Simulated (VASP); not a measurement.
# Ge (P6_3/mmc) in VASP: notebook, part 2 of 2

VASP 6.6.1. Earlier steps stand in the parts before.

**3. Relaxation of cell and atoms, PBEsol**

This run uses another cell than the first one, of 22.68 Å³/atom, 0.994 times its volume.

The input, INCAR:

```
SYSTEM = Ge
  PREC = Accurate
  ENCUT = 600
  EDIFF = 1E-6
  ISMEAR = 0
  SIGMA = 0.01
  LREAL = .False.
  LASPH = .True.
  NELM = 100
  ALGO = Normal
  ISIF = 3
  LWAVE = .False.
  LCHARG = .False.
  GGA = PS
  IBRION = 2
  NSW = 80
  EDIFFG = -0.002
```

The input, KPOINTS:

```
regular mesh
0
Gamma
  10 10 6
  0 0 0
```

The input, POSCAR:

```
Ge
1.0
    3.9900000000      0.0000000000      0.0000000000
   -1.9950000000      3.4554413611      0.0000000000
    0.0000000000      0.0000000000      6.5800000000
Ge
4
Direct
    0.3333333333      0.6666666667      0.0625000000
    0.6666666667      0.3333333333      0.5625000000
    0.6666666667      0.3333333333      0.9375000000
    0.3333333333      0.6666666667      0.4375000000
```

Potentials or basis: VASP PAW PBE potentials, release 64 (Ge_d).

Command:

```
$ cat potpaw_PBE.64/Ge_d/POTCAR > POTCAR
$ mpirun -np 1 vasp_std > vasp.out
```

OUTCAR:

```text
SYSTEM = Ge
   PREC = Accurate
   ENCUT = 600
   EDIFF = 1E-6
   ISMEAR = 0
   LREAL = .False.
   LASPH = .True.
   NELM = 100
   ISIF = 3
   GGA = PS
   IBRION = 2
   NSW = 80
   EDIFFG = -0.002

 ion  position               nearest neighbor table
   1  0.333  0.667  0.062-   3 2.45   3 2.45   3 2.45   4 2.47
   2  0.667  0.333  0.562-   4 2.45   4 2.45   4 2.45   3 2.47
   3  0.667  0.333  0.938-   1 2.45   1 2.45   1 2.45   2 2.47
   4  0.333  0.667  0.438-   2 2.45   2 2.45   2 2.45   1 2.47

  LATTYP: Found a hexagonal cell.
 ALAT       =     3.9900000000
 C/A-ratio  =     1.6491228070

  Lattice vectors:

 A1 = (   3.9900000000,   0.0000000000,   0.0000000000)
 A2 = (  -1.9950000000,   3.4554413611,   0.0000000000)
 A3 = (   0.0000000000,   0.0000000000,   6.5800000000)

Analysis of symmetry for initial positions (statically):
=====================================================================
 Subroutine PRICEL returns:
 Original cell was already a primitive cell.

 Routine SETGRP: Setting up the symmetry group for a
 hexagonal supercell.

 Subroutine GETGRP returns: Found 24 space group operations
 (whereof 12 operations were pure point group operations)
 out of a pool of 24 trial point group operations.

The static configuration has the point symmetry D_3d.
 The point group associated with its full space group is D_6h.

Analysis of symmetry for dynamics (positions and initial velocities):
=====================================================================
 Subroutine PRICEL returns:
 Original cell was already a primitive cell.

 Routine SETGRP: Setting up the symmetry group for a
 hexagonal supercell.

 Subroutine GETGRP returns: Found 24 space group operations
 (whereof 12 operations were pure point group operations)
 out of a pool of 24 trial point group operations.
[... 138 lines left out ...]
 non-spin polarized calculation
 Gauss-broadening in eV      SIGMA  =   0.01
  energy-cutoff  :      600.00
  volume of cell :       90.72
 maximum number of plane-waves:      3050
 NGX is ok and might be reduce to    32
   NGX = 15   NGY = 15   NGZ = 27

--------------------------------------- Ionic step        1  -------------------------------------------

 number of electron      55.9999986 magnetization

 Free energy of the ion-electron system (eV)
  ---------------------------------------------------
  ext. energy  EPLUGINS =         0.00000000
  ---------------------------------------------------
  free energy    TOTEN  =       -19.68207816 eV

  energy without entropy =      -19.68205709  energy(sigma->0) =      -19.68206762

------------------------ aborting loop because EDIFF is reached ----------------------------------------

  FORCE on cell =-STRESS in cart. coord.  units (eV):
  Direction    XX          YY          ZZ          XY          YZ          ZX
  --------------------------------------------------------------------------------------
  -------------------------------------------------------------------------------------
  Total        0.2062878      0.2062878      0.0834020      0.0000000      0.0000000      0.0000000
  in kB        3.6431908      3.6431908      1.4729389      0.0000000      0.0000000      0.0000000
  external PRESSURE =       2.9197735 kB  Pullay stress =       0.0000000 kB
[... 95 lines left out ...]
  FREE ENERGIE OF THE ION-ELECTRON SYSTEM (eV)
  ---------------------------------------------------
  free  energy   TOTEN  =       -19.6826926478 eV

  energy  without entropy=      -19.6826577608  energy(sigma->0) =      -19.68267520

[... ionic steps 4 to 11 ...]

--------------------------------------- Ionic step       12  -------------------------------------------

 number of electron      55.9999986 magnetization

------------------------ aborting loop because EDIFF is reached ----------------------------------------
[... 71 lines left out ...]
--------------------------------------- Ionic step       14  -------------------------------------------

 number of electron      55.9999986 magnetization

 Free energy of the ion-electron system (eV)
  ---------------------------------------------------
  ext. energy  EPLUGINS =         0.00000000
  ---------------------------------------------------
  free energy    TOTEN  =       -19.68270658 eV

  energy without entropy =      -19.68267185  energy(sigma->0) =      -19.68268921

 E-fermi :   4.7933     XC(G=0): -10.0909

 val. band max:        4.7881188600   @ k =   0.0000   0.0000   0.1667
 cond. band min:       4.8264952875   @ k =   0.0000   0.0000   0.0000
 fundamental gap:      0.0383764274
 Fermi energy:         4.7932694369

 k-point     1 :       0.0000    0.0000    0.0000
  band No.  band energies     occupation
      1     -19.9976      2.00000
      2     -19.9976      2.00000
      3     -19.9600      2.00000
      4     -19.9591      2.00000
      5     -19.9591      2.00000
      6     -19.9460      2.00000
[... 853 lines left out ...]
     32       8.4295      0.00000
     33       9.3217      0.00000

 [... further k-points ...]
[... 5 lines left out ...]
  --------------------------------------------------------------------------------------
  -------------------------------------------------------------------------------------
  Total       -0.0006136     -0.0006136     -0.0075499      0.0000000     -0.0000000      0.0000000
  in kB       -0.0107833     -0.0107833     -0.1326716      0.0000000     -0.0000000      0.0000000
  external PRESSURE =      -0.0514127 kB  Pullay stress =       0.0000000 kB
[... 19 lines left out ...]
  FREE ENERGIE OF THE ION-ELECTRON SYSTEM (eV)
  ---------------------------------------------------
  free  energy   TOTEN  =       -19.6827065785 eV

  energy  without entropy=      -19.6826718501  energy(sigma->0) =      -19.68268921

 reached required accuracy - stopping structural energy minimisation
```

OSZICAR:

```text
N       E                     dE             d eps       ncg     rms          rms(c)
DAV:   1     0.507596504447E+03    0.50760E+03   -0.31234E+04  4225   0.505E+03
DAV:   2     0.669977217617E+02   -0.44060E+03   -0.43393E+03  3696   0.893E+02
[... 79 lines left out ...]
  13 F= -.19682706E+02 E0= -.19682688E+02  d E =-.786173E-06
       N       E                     dE             d eps       ncg     rms          rms(c)
DAV:   1    -0.196827105132E+02   -0.45814E-05   -0.85641E-05  5004   0.109E-01    0.118E-02
DAV:   2    -0.196827075250E+02    0.29882E-05   -0.66505E-06  3948   0.445E-02    0.662E-03
DAV:   3    -0.196827064492E+02    0.10758E-05   -0.30436E-06  3176   0.248E-02    0.102E-03
DAV:   4    -0.196827065785E+02   -0.12928E-06   -0.10139E-06  1889   0.153E-02
  14 F= -.19682707E+02 E0= -.19682689E+02  d E =-.649290E-06
```

Run time: 11 min. Hardware: 1 thread of Intel Xeon Platinum 8259CL at 2.50GHz (Skylake/Cascade Lake), shared host; peak memory 0.33 GiB.

Results:

- Free energy: -19.6827 eV
- Relaxed volume: 22.79 Å³/atom
- Relaxed cell: a = 3.997 Å, b = 3.997 Å, c = 6.590 Å, α = 90.00°, β = 90.00°, γ = 120.00°
- Space group after relaxing (to 0.05 Å): P6_3/mmc (No. 194)
- Energy gained by relaxing: 0.2 meV/atom
- Ionic steps: 14
- Pressure after relaxing: 0.0 GPa
- Band gap on the k mesh: zero (band 28 reaches 4.83 eV, above the bottom of band 29 at 4.79 eV)

Step by step:
```csv
step,energy change (eV),largest force (eV/Å),pressure (GPa),volume (Å³)
1,0.0000,0.0482,0.29,90.72
2,-0.0005,0.0209,-0.08,91.26
3,-0.0006,0.0027,0.02,91.13
4,-0.0006,0.0039,-0.01,91.18
5,-0.0006,0.0015,0.04,91.17
6,-0.0006,0.0033,-0.05,91.18
7,-0.0006,0.0022,0.05,91.17
8,-0.0006,0.0029,0.01,91.18
9,-0.0006,0.0009,-0.11,91.18
10,-0.0006,0.0029,0.02,91.18
11,-0.0006,0.0011,-0.01,91.18
12,-0.0006,0.0012,-0.02,91.18
13,-0.0006,0.0003,-0.04,91.18
14,-0.0006,0.0007,-0.01,91.18
```

Final structure:
```
CELL_PARAMETERS angstrom
3.99711 0.00000 0.00000
-1.99855 3.46160 0.00000
0.00000 0.00000 6.58953
ATOMIC_POSITIONS crystal
Ge 0.33333 0.66667 0.06278
Ge 0.66667 0.33333 0.56278
Ge 0.66667 0.33333 0.93722
Ge 0.33333 0.66667 0.43722
```

Levels at points of the mesh, in eV from the Fermi level:
| k point | band 25 | band 26 | band 27 | band 28 | band 29 | band 30 | band 31 | band 32 |
| --- | --- | --- | --- | --- | --- | --- | --- | --- |
| (0.00, 0.00, 0.00) | -1.44 | -0.10 | -0.10 | 0.03 | 0.17 | 0.17 | 2.29 | 2.29 |
| (0.50, 0.00, 0.00) | -4.56 | -3.03 | -2.79 | -1.40 | 0.51 | 1.67 | 3.55 | 3.73 |
| (0.00, 0.00, 0.50) | -0.81 | -0.81 | -0.81 | -0.81 | 0.69 | 0.69 | 3.40 | 3.40 |
| (0.50, 0.00, 0.50) | -2.50 | -2.50 | -2.37 | -2.37 | 0.53 | 0.53 | 2.11 | 2.11 |

Caveat: the PAW data sets were made with another functional, which shifts forces and pressure a little.
